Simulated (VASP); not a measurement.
# GaP (F-43m) in VASP: further runs

The runs below take GaP through single point, relaxation of cell and atoms, with PBEsol.

Program: VASP 6.6.1. These are calculated values, not measurements. Logs are shortened: lines on timing, memory, paths and dates and some standing lists are left out, and cuts for length are marked.

### Step 1. The cell of the first run

Symmetry: F-43m, No. 216, cubic system. The conventional cell has a = 5.438 Å, b = 5.438 Å, c = 5.438 Å, α = 90.00°, β = 90.00°, γ = 90.00°. Ga (site symmetry -43m) has 4 P at 2.35 Å within 3.1 Å. P (site symmetry -43m) has 4 Ga at 2.35 Å within 3.1 Å.

### Step 2. Single point, PBEsol

INCAR

```
ALGO = Normal
EDIFF = 1E-7
ENCUT = 520
GGA = PS
ISIF = 2
ISMEAR = 0
LASPH = T
LCHARG = F
LREAL = F
LWAVE = F
NBANDS = 16
NELM = 100
PREC = Accurate
SIGMA = 0.02
```

KPOINTS

```
k-points
0
Gamma
  10 10 10
```

POSCAR

```
GaP
1.0
    0.0000000000      2.7187972474      2.7187972474
    2.7187972474      0.0000000000      2.7187972474
    2.7187972474      2.7187972474      0.0000000000
Ga P
1 1
Direct
    0.0000000000      0.0000000000      0.0000000000
    0.2500000000      0.2500000000      0.2500000000
```

Potentials or basis: VASP PAW PBE potentials, release 64 (Ga_d, P).

The run is started by

```sh
$ cat potpaw_PBE.64/Ga_d/POTCAR potpaw_PBE.64/P/POTCAR > POTCAR
$ mpirun -np 1 vasp_std > vasp.out
```

OUTCAR:

```text
EDIFF = 1E-7
   ENCUT = 520
   GGA = PS
   ISIF = 2
   ISMEAR = 0
   LASPH = T
   LREAL = F
   NELM = 100
   PREC = Accurate

 ion  position               nearest neighbor table
   1  0.000  0.000  0.000-   2 2.35   2 2.35   2 2.35   2 2.35
   2  0.250  0.250  0.250-   1 2.35   1 2.35   1 2.35   1 2.35

  LATTYP: Found a face centered cubic cell.
 ALAT       =     5.4375944948

  Lattice vectors:

 A1 = (   0.0000000000,   2.7187972474,   2.7187972474)
 A2 = (   2.7187972474,   0.0000000000,   2.7187972474)
 A3 = (   2.7187972474,   2.7187972474,   0.0000000000)

Analysis of symmetry for initial positions (statically):
=====================================================================
 Subroutine PRICEL returns:
 Original cell was already a primitive cell.

 Routine SETGRP: Setting up the symmetry group for a
 face centered cubic supercell.

 Subroutine GETGRP returns: Found 24 space group operations
 (whereof 24 operations were pure point group operations)
 out of a pool of 48 trial point group operations.

The static configuration has the point symmetry T_d .

Analysis of symmetry for dynamics (positions and initial velocities):
=====================================================================
 Subroutine PRICEL returns:
 Original cell was already a primitive cell.

 Routine SETGRP: Setting up the symmetry group for a
 face centered cubic supercell.

 Subroutine GETGRP returns: Found 24 space group operations
 (whereof 24 operations were pure point group operations)
 out of a pool of 48 trial point group operations.

The dynamic configuration has the point symmetry T_d .

 Subroutine INISYM returns: Found 24 space group operations
 (whereof 24 operations are pure point group operations),
 and found     1 'primitive' translations

----------------------------------------------------------------------------------------

                                     Primitive cell

  volume of cell :      40.1939

  direct lattice vectors                    reciprocal lattice vectors
     0.000000000  2.718797247  2.718797247    -0.183904850  0.183904850  0.183904850
     2.718797247  0.000000000  2.718797247     0.183904850 -0.183904850  0.183904850
     2.718797247  2.718797247  0.000000000     0.183904850  0.183904850 -0.183904850

  length of vectors
     3.844959941  3.844959941  3.844959941     0.318532544  0.318532544  0.318532544

[... 73 lines left out ...]
   ICHARG =      2    charge: 1-file 2-atom 10-const
   ISPIN  =      1    spin polarized calculation?
   LNONCOLLINEAR =      F non collinear calculations
   LSORBIT =      F    spin-orbit coupling
   LASPH  =      T    aspherical Exc in radial PAW
   ENCUT  =  520.0 eV  38.22 Ry    6.18 a.u.   7.15  7.15  7.15*2*pi/ulx,y,z
   NELM   =    100;   NELMIN=  2; NELMDL= -5     # of ELM steps
   EDIFF  = 0.1E-06   stopping-criterion for ELM
   LREAL  =      F    real-space projection
   EDIFFG = 0.1E-05   stopping-criterion for IOM
   NSW    =      0    number of steps for IOM
   IBRION =     -1    ionic relax: 0-MD 1-quasi-New 2-CG
   NFREE  =      0    steps in history (QN), initial steepest desc. (CG)
   ISIF   =      2    stress and relaxation
   ISYM   =      2    0-nonsym 1-usesym 2-fastsym
   POTIM  = 0.5000    time-step for ionic-motion
   TEBEG  =    0.0;   TEEND  =   0.0 temperature during run
   PSTRESS=    0.0 pullay stress
   NELECT =      18.0000    total number of electrons
   NUPDOWN=      -1.0000    fix difference up-down
   EMIN   =  10.00;   EMAX   =-10.00  energy-range for DOS
   EFERMI =   0.00;   METHOD = LEGACY
   ISMEAR =     0;   SIGMA  =   0.02  broadening in eV -4-tet -1-fermi 0-gaus
   EFERMI_NEDOS =   21; number of points for ismear=-14 and -15
   IALGO  =     38    algorithm
   IMIX   =      4    mixing-type and parameters
     AMIX     =   0.40;   BMIX     =  1.00
     AMIX_MAG =   1.60;   BMIX_MAG =  1.00
  volume/ion in A,a.u.               =      20.10       135.62
  Fermi-wavevector in a.u.,A,eV,Ry     =   1.252503  2.366888 21.344334  1.568764
  Thomas-Fermi vector in A             =   2.386400
   LORBIT       =      0    0 simple, 1 ext, 2 COOP (PROOUT), +10 PAW based schemes
   GGA     = PS    functional components
   LHFCALC =     F    Hartree Fock is set to
   AEXX    =    0.0000 exact exchange contribution
   IVDW    =     0    specifies the selected vdW correction
   LEPSILON=     F    determine dielectric tensor
   LRPA    =     F    only Hartree local field effects (RPA)
 non-spin polarized calculation
 Gauss-broadening in eV      SIGMA  =   0.02
  energy-cutoff  :      520.00
  volume of cell :       40.19
 maximum number of plane-waves:      1106
 NGX is ok and might be reduce to    30
   NGX = 15   NGY = 15   NGZ = 15

 number of electron      17.9999987 magnetization

 Free energy of the ion-electron system (eV)
  ---------------------------------------------------
  ext. energy  EPLUGINS =         0.00000000
  ---------------------------------------------------
  free energy    TOTEN  =        -9.92331010 eV

  energy without entropy =       -9.92331010  energy(sigma->0) =       -9.92331010

 E-fermi :   4.8121     XC(G=0): -10.0538

 val. band max:        4.6402852573   @ k =   0.0000   0.0000   0.0000
 cond. band min:       6.1110236248   @ k =   0.4000   0.4000   0.0000
 fundamental gap:      1.4707383676
 Fermi energy:         4.8120550513

 k-point     1 :       0.0000    0.0000    0.0000
  band No.  band energies     occupation
      1      -9.9115      2.00000
      2      -9.9115      2.00000
      3      -9.9115      2.00000
      4      -9.8086      2.00000
      5      -9.8086      2.00000
      6      -7.9375      2.00000
[... 433 lines left out ...]
      3      -9.8600      2.00000
      4      -9.8346      2.00000
      5      -9.7916      2.00000
      6      -5.9229      2.00000
[... 8 lines left out ...]
     15      16.4404      0.00000
     16      18.3501      0.00000

 [... further k-points ...]
[... 5 lines left out ...]
  --------------------------------------------------------------------------------------
  -------------------------------------------------------------------------------------
  Total       -0.0037955     -0.0037955     -0.0037955      0.0000000     -0.0000000      0.0000000
  in kB       -0.1512937     -0.1512937     -0.1512937      0.0000000     -0.0000000      0.0000000
  external PRESSURE =      -0.1512937 kB  Pullay stress =       0.0000000 kB

 VOLUME and BASIS-vectors are now :
 -----------------------------------------------------------------------------
  energy-cutoff  :      520.00
  volume of cell :       40.19
      direct lattice vectors                 reciprocal lattice vectors
     0.000000000  2.718797247  2.718797247    -0.183904850  0.183904850  0.183904850
     2.718797247  0.000000000  2.718797247     0.183904850 -0.183904850  0.183904850
     2.718797247  2.718797247  0.000000000     0.183904850  0.183904850 -0.183904850

 POSITION                                       TOTAL-FORCE (eV/Angst)
 -----------------------------------------------------------------------------------
      0.00000      0.00000      0.00000        -0.000000     -0.000000     -0.000000
      1.35940      1.35940      1.35940         0.000000      0.000000      0.000000
 -----------------------------------------------------------------------------------
    total drift:                                0.000000      0.000000      0.000000

  FREE ENERGIE OF THE ION-ELECTRON SYSTEM (eV)
  ---------------------------------------------------
  free  energy   TOTEN  =        -9.9233101031 eV

  energy  without entropy=       -9.9233101031  energy(sigma->0) =       -9.92331010
```

OSZICAR:

```text
N       E                     dE             d eps       ncg     rms          rms(c)
DAV:   1     0.782782617624E+02    0.78278E+02   -0.90373E+03  1568   0.162E+03
DAV:   2    -0.412283139484E+01   -0.82401E+02   -0.78521E+02  1720   0.303E+02
DAV:   3    -0.101101577590E+02   -0.59873E+01   -0.59667E+01  1912   0.645E+01
DAV:   4    -0.102081515779E+02   -0.97994E-01   -0.97969E-01  1856   0.883E+00
DAV:   5    -0.102101664903E+02   -0.20149E-02   -0.20149E-02  1968   0.110E+00    0.415E+00
DAV:   6    -0.996463859245E+01    0.24553E+00   -0.35100E-01  2368   0.115E+01    0.264E+00
DAV:   7    -0.992592917161E+01    0.38709E-01   -0.80914E-02  2120   0.222E+00    0.991E-01
DAV:   8    -0.992311433006E+01    0.28148E-02   -0.11884E-02  1752   0.127E+00    0.177E-01
DAV:   9    -0.992326057978E+01   -0.14625E-03   -0.10085E-03  2184   0.432E-01    0.644E-02
DAV:  10    -0.992328382082E+01   -0.23241E-04   -0.60806E-05  2200   0.817E-02    0.283E-02
DAV:  11    -0.992331008506E+01   -0.26264E-04   -0.27108E-05  1760   0.535E-02    0.613E-03
DAV:  12    -0.992330998248E+01    0.10258E-06   -0.10141E-06  1872   0.113E-02    0.441E-03
DAV:  13    -0.992331010809E+01   -0.12561E-06   -0.34776E-07  1896   0.484E-03    0.144E-03
DAV:  14    -0.992331010308E+01    0.50131E-08   -0.61109E-09  1152   0.770E-04
   1 F= -.99233101E+01 E0= -.99233101E+01  d E =-.312561E-36
```

It took 30 s on 1 thread of Intel Xeon Platinum 8259CL at 2.50GHz (Skylake/Cascade Lake), shared host; peak memory 0.18 GiB.

Results:

* Free energy: -9.9233 eV
* Pressure: 0.0 GPa
* Band gap on the k mesh: 1.47 eV, indirect (least direct gap 1.81 eV)

Levels at points of the mesh, in eV from the valence-band top:
```csv
k point,band 6,band 7,band 8,band 9,band 10,band 11,band 12,band 13
"(0.00, 0.00, 0.00)",-12.58,0.00,0.00,0.00,1.81,3.83,3.83,3.83
"(0.50, 0.00, 0.00)",-10.46,-6.74,-1.14,-1.14,1.61,4.65,4.65,8.10
"(0.50, 0.50, 0.00)",-9.54,-6.84,-2.74,-2.74,1.50,1.71,10.60,10.60
```

Caveat: the PAW data sets were made with another functional, which shifts forces and pressure a little.

### Step 3. Relaxation of cell and atoms, PBEsol

This run uses another cell than the first one, of 19.54 Å³/atom, 0.972 times its volume.

INCAR

```
SYSTEM = GaP
  ALGO = Normal
  EDIFF = 1E-7
  EDIFFG = -0.01
  ENCUT = 600
  GGA = PS
  IBRION = 2
  ISIF = 3
  ISMEAR = 0
  LASPH = .TRUE.
  LCHARG = .FALSE.
  LREAL = .FALSE.
  LWAVE = .FALSE.
  NELM = 100
  NSW = 80
  PREC = Accurate
  SIGMA = 0.02
```

KPOINTS

```
k-points
0
G
  10 10 10
  0 0 0
```

POSCAR

```
GaP
1.0
    0.0000000000      2.6935032532      2.6935032532
    2.6935032532      0.0000000000      2.6935032532
    2.6935032532      2.6935032532      0.0000000000
Ga P
1 1
Direct
    0.0000000000      0.0000000000      0.0000000000
    0.2500000000      0.2500000000      0.2500000000
```

Potentials or basis: VASP PAW PBE potentials, release 64 (Ga_d, P).

The run is started by

```sh
$ cat potpaw_PBE.64/Ga_d/POTCAR potpaw_PBE.64/P/POTCAR > POTCAR
$ mpirun -np 1 vasp_std > vasp.out
```

OUTCAR:

```text
SYSTEM = GaP
   EDIFF = 1E-7
   EDIFFG = -0.01
   ENCUT = 600
   GGA = PS
   IBRION = 2
   ISIF = 3
   ISMEAR = 0
   LASPH = .TRUE.
   LREAL = .FALSE.
   NELM = 100
   NSW = 80
   PREC = Accurate

 ion  position               nearest neighbor table
   1  0.000  0.000  0.000-   2 2.33   2 2.33   2 2.33   2 2.33
   2  0.250  0.250  0.250-   1 2.33   1 2.33   1 2.33   1 2.33

  LATTYP: Found a face centered cubic cell.
 ALAT       =     5.3870065064

  Lattice vectors:

 A1 = (   0.0000000000,   2.6935032532,   2.6935032532)
 A2 = (   2.6935032532,   0.0000000000,   2.6935032532)
 A3 = (   2.6935032532,   2.6935032532,   0.0000000000)

Analysis of symmetry for initial positions (statically):
=====================================================================
 Subroutine PRICEL returns:
 Original cell was already a primitive cell.

 Routine SETGRP: Setting up the symmetry group for a
 face centered cubic supercell.

 Subroutine GETGRP returns: Found 24 space group operations
 (whereof 24 operations were pure point group operations)
 out of a pool of 48 trial point group operations.

The static configuration has the point symmetry T_d .

Analysis of symmetry for dynamics (positions and initial velocities):
=====================================================================
 Subroutine PRICEL returns:
 Original cell was already a primitive cell.

 Routine SETGRP: Setting up the symmetry group for a
 face centered cubic supercell.

 Subroutine GETGRP returns: Found 24 space group operations
 (whereof 24 operations were pure point group operations)
 out of a pool of 48 trial point group operations.

The dynamic configuration has the point symmetry T_d .

 Subroutine INISYM returns: Found 24 space group operations
 (whereof 24 operations are pure point group operations),
 and found     1 'primitive' translations

----------------------------------------------------------------------------------------

                                     Primitive cell

  volume of cell :      39.0825

  direct lattice vectors                    reciprocal lattice vectors
[... 124 lines left out ...]
   NGX = 15   NGY = 15   NGZ = 15

--------------------------------------- Ionic step        1  -------------------------------------------

 number of electron      17.9999995 magnetization

 Free energy of the ion-electron system (eV)
  ---------------------------------------------------
  ext. energy  EPLUGINS =         0.00000000
  ---------------------------------------------------
  free energy    TOTEN  =        -9.91478882 eV

  energy without entropy =       -9.91478882  energy(sigma->0) =       -9.91478882

------------------------ aborting loop because EDIFF is reached ----------------------------------------

  FORCE on cell =-STRESS in cart. coord.  units (eV):
  Direction    XX          YY          ZZ          XY          YZ          ZX
  --------------------------------------------------------------------------------------
  -------------------------------------------------------------------------------------
  Total        0.6083373      0.6083373      0.6083373      0.0000000     -0.0000000      0.0000000
  in kB       24.9386264     24.9386264     24.9386264      0.0000000     -0.0000000      0.0000000
  external PRESSURE =      24.9386264 kB  Pullay stress =       0.0000000 kB
[... 23 lines left out ...]
--------------------------------------- Ionic step        2  -------------------------------------------

 number of electron      17.9999991 magnetization

 E-fermi :   4.6196     XC(G=0):  -9.9830

 val. band max:        4.4802268128   @ k =   0.0000   0.0000   0.0000
 cond. band min:       5.9770513459   @ k =   0.4000   0.4000   0.0000
 fundamental gap:      1.4968245331
 Fermi energy:         4.6196293966

 k-point     1 :       0.0000    0.0000    0.0000
  band No.  band energies     occupation
      1     -10.0446      2.00000
      2     -10.0446      2.00000
      3     -10.0446      2.00000
      4      -9.9465      2.00000
      5      -9.9465      2.00000
      6      -7.9790      2.00000
      7       4.4802      2.00000
      8       4.4802      2.00000
      9       4.4802      2.00000
     10       6.1611      0.00000
     11       8.3100      0.00000
     12       8.3100      0.00000
     13       8.3100      0.00000
[... 403 lines left out ...]
--------------------------------------- Ionic step        3  -------------------------------------------

 number of electron      17.9999987 magnetization

 Free energy of the ion-electron system (eV)
  ---------------------------------------------------
  ext. energy  EPLUGINS =         0.00000000
  ---------------------------------------------------
  free energy    TOTEN  =        -9.92310037 eV

  energy without entropy =       -9.92310037  energy(sigma->0) =       -9.92310037

 E-fermi :   4.7477     XC(G=0): -10.0555

 val. band max:        4.6439539310   @ k =   0.0000   0.0000   0.0000
 cond. band min:       6.1141415137   @ k =   0.4000   0.4000   0.0000
 fundamental gap:      1.4701875828
 Fermi energy:         4.7477154087

 k-point     1 :       0.0000    0.0000    0.0000
  band No.  band energies     occupation
      1      -9.9089      2.00000
      2      -9.9089      2.00000
      3      -9.9089      2.00000
      4      -9.8058      2.00000
      5      -9.8058      2.00000
      6      -7.9365      2.00000
      7       4.6440      2.00000
      8       4.6440      2.00000
      9       4.6440      2.00000
     10       6.4564      0.00000
     11       8.4697      0.00000
     12       8.4697      0.00000
     13       8.4697      0.00000
[... 397 lines left out ...]
  FREE ENERGIE OF THE ION-ELECTRON SYSTEM (eV)
  ---------------------------------------------------
  free  energy   TOTEN  =        -9.9231003747 eV

  energy  without entropy=       -9.9231003747  energy(sigma->0) =       -9.92310037

 reached required accuracy - stopping structural energy minimisation
```

OSZICAR:

```text
N       E                     dE             d eps       ncg     rms          rms(c)
DAV:   1     0.868267139268E+02    0.86827E+02   -0.10167E+04  1230   0.222E+03
[... 28 lines left out ...]
DAV:   3    -0.992393730314E+01    0.75964E-02   -0.86590E-03  1627   0.203E+00    0.129E-01
DAV:   4    -0.992322419769E+01    0.71311E-03   -0.88143E-04  1392   0.435E-01    0.519E-02
DAV:   5    -0.992310154507E+01    0.12265E-03   -0.72223E-05  1661   0.128E-01    0.140E-02
DAV:   6    -0.992310012765E+01    0.14174E-05   -0.37317E-06  1779   0.262E-02    0.697E-03
DAV:   7    -0.992310024571E+01   -0.11807E-06   -0.23874E-07  1214   0.766E-03    0.381E-03
DAV:   8    -0.992310037316E+01   -0.12744E-06   -0.91652E-08   876   0.418E-03    0.559E-04
DAV:   9    -0.992310037466E+01   -0.15025E-08   -0.93712E-09   626   0.106E-03
   3 F= -.99231004E+01 E0= -.99231004E+01  d E =-.831155E-02
```

CONTCAR:

```text
GaP
   1.00000000000000
    -0.0000000000000000    2.7184590893570793    2.7184590893570793
     2.7184590893570793   -0.0000000000000000    2.7184590893570793
     2.7184590893570793    2.7184590893570793    0.0000000000000000
  Ga              P
     1     1
Direct
     0.0000000000000000    0.0000000000000000    0.0000000000000000
     0.2500000000000000    0.2500000000000000    0.2500000000000000

  0.00000000E+00  0.00000000E+00  0.00000000E+00
  0.00000000E+00  0.00000000E+00  0.00000000E+00
```

Wall time 59 s (1 thread of Intel Xeon Platinum 8259CL at 2.50GHz (Skylake/Cascade Lake), shared host); peak memory 0.19 GiB.

What came out:

```
Free energy                            : -9.9231 eV
Relaxed volume                         : 20.09 Å³/atom
Relaxed cell                           : a = 3.844 Å, b = 3.844 Å, c = 3.844 Å, α = 60.00°, β = 60.00°, γ = 60.00°
Space group after relaxing (to 0.05 Å) : F-43m (No. 216)
Energy gained by relaxing              : 4.2 meV/atom
Ionic steps                            : 3
Pressure after relaxing                : 0.0 GPa
Band gap on the k mesh                 : 1.47 eV, indirect (least direct gap 1.81 eV)
```

Step by step:
```csv
step,energy change (eV),largest force (eV/Å),pressure (GPa),volume (Å³)
1,0.0000,0.0000,2.49,39.08
2,-0.0056,0.0000,-1.30,40.83
3,-0.0083,0.0000,0.00,40.18
```

Final structure:
```
Ga P
1.0
     0.00000    2.71846    2.71846
     2.71846    0.00000    2.71846
     2.71846    2.71846    0.00000
Ga P
1 1
Direct
  0.00000 0.00000 0.00000
  0.25000 0.25000 0.25000
```

Levels at points of the mesh, in eV from the valence-band top:
```
           k point  band 5  band 6  band 7  band 8  band 9  band 10  band 11  band 12  band 13
(0.00, 0.00, 0.00)  -14.45  -12.58    0.00    0.00    0.00     1.81     3.83     3.83     3.83
(0.50, 0.00, 0.00)  -14.44  -10.47   -6.74   -1.14   -1.14     1.61     4.65     4.65     8.10
(0.50, 0.50, 0.00)  -14.43   -9.54   -6.84   -2.74   -2.74     1.50     1.71    10.61    10.61
```

Caveat: the PAW data sets were made with another functional, which shifts forces and pressure a little.
